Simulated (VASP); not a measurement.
H3Pt: single point with PBE

The system is H3Pt.

```
H Pt
1.0
     3.19651    0.00000    0.00000
     0.00000    3.19651    0.00000
     0.00000    0.00000    3.19651
H Pt
3 1
Direct
  0.00000 0.50000 0.50000
  0.50000 0.00000 0.50000
  0.50000 0.50000 0.00000
  0.00000 0.00000 0.00000
```

```json
{
 "Program": "VASP 6.6.1",
 "Task": "single point",
 "Functional": "PBE",
 "Potentials or basis": "VASP PAW PBE potentials, release 64 (H, Pt)",
 "Cutoff": "520 eV",
 "k mesh": "6 × 6 × 6",
 "Occupations": "gaussian, width 0.1 eV",
 "Spin": "no spin polarisation"
}
```

The pressure is -25.8 GPa.

Levels at points of the mesh, in eV from the Fermi level:
| k point | band 2 | band 3 | band 4 | band 5 | band 6 | band 7 | band 8 | band 9 | band 10 | band 11 |
| --- | --- | --- | --- | --- | --- | --- | --- | --- | --- | --- |
| (0.00, 0.00, 0.00) | -5.16 | -5.16 | -1.92 | -1.92 | -1.92 | 3.26 | 3.26 | 7.27 | 7.27 | 7.27 |
| (0.50, 0.00, 0.00) | -6.77 | -4.08 | -2.88 | -2.88 | -1.83 | -0.62 | 0.78 | 6.74 | 11.14 | 11.14 |
| (0.50, 0.50, 0.00) | -4.27 | -3.90 | -3.90 | -2.70 | -2.70 | -1.18 | 1.70 | 2.53 | 9.84 | 9.84 |
| (0.50, 0.50, 0.50) | -6.05 | -6.05 | -1.11 | -1.11 | 3.03 | 3.03 | 3.03 | 3.57 | 3.57 | 3.57 |

Run time: 3.2 s on 1 thread of Intel(R) Xeon(R) 6975P-C (Granite Rapids), with other jobs on the host, peak memory 0.13 GiB.

Caveat: spin-orbit coupling is left out, which moves the levels of the heavy elements.
